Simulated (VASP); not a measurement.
A run of VASP 6.6.1:

The input INCAR:

```
ALGO = Fast
EDIFF = 1E-6
ENCUT = 520
GGA = PE
ISIF = 2
ISMEAR = 0
LASPH = True
LCHARG = False
LREAL = False
LWAVE = False
NBANDS = 10
NELM = 100
PREC = Accurate
SIGMA = 0.15
```

KPOINTS

```
k-points
0
Gamma
  20 20 12
```

The input POSCAR:

```
Al
1.0
   -1.6175102401      1.6175102401      1.6175102401
    1.6175102401     -1.6175102401      1.6175102401
    3.2350204801      3.2350204801      0.0000000000
Al
2
Direct
    0.0447670096     -0.1017681944      0.0000000000
    0.4552329904      0.6017681944      0.5000000000
```

Potentials or basis: VASP PAW PBE potentials, release 64 (Al).

The run is started by

```bash
$ cat potpaw_PBE.64/Al/POTCAR > POTCAR
$ mpirun -np 1 vasp_std > vasp.out
```

Hardware: 1 thread of Intel(R) Xeon(R) 6975P-C (Granite Rapids) (shared host).

Q: How long does it take, and how much memory?

A: It took 110 s on 1 thread of Intel(R) Xeon(R) 6975P-C (Granite Rapids), on a shared host, peak memory 0.47 GiB. Counts: scf iterations 12, k points 1414.
